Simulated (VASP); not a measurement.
The system is BaTiO3.

```
Ba Ti O
1.0
     3.99980    0.00000    0.00000
     0.00000    3.99980    0.00000
     0.00000    0.00000    4.01800
Ba Ti O
1 1 3
Direct
  0.00000 0.00000 0.00000
  0.50000 0.50000 0.49000
  0.00000 0.50000 0.51700
  0.50000 0.00000 0.51700
  0.50000 0.50000 0.01900
```

Base run:

* Program: VASP 6.6.1
* Functional: b88 exchange, pbe correlation
* Potentials or basis: VASP PAW PBE potentials, release 64 (Ba_sv, Ti_sv, O)
* Cutoff: 600 eV
* k mesh: 7 × 7 × 7
* Occupations: fermi-dirac, width 0.05 eV
* Spin: no spin polarisation

Its results: band gap on the k mesh 1.87 eV (least direct gap 2.06 eV); pressure 3.6 GPa; largest force 0.288 eV/Å.

The run is repeated on the same cell with these changes: functional from b88 exchange, pbe correlation to LDA; potentials or basis from VASP PAW PBE potentials, release 64 (Ba_sv, Ti_sv, O) to VASP PAW LDA potentials, release 64 (Ba_sv, Ti_sv, O); cutoff from 600 eV to 520 eV. What comes out?

Band gap on the k mesh 1.78 eV (least direct gap 1.97 eV); pressure -6.5 GPa; largest force 0.363 eV/Å.

Caveats: spin-orbit coupling is left out, which moves the levels of the heavy elements; the cell stands under pressure (at least some runs); the PAW data sets were made with another functional, which shifts forces and pressure a little (at least some runs); the cell stands under tension (at least some runs).

A k mesh can miss the band edges.
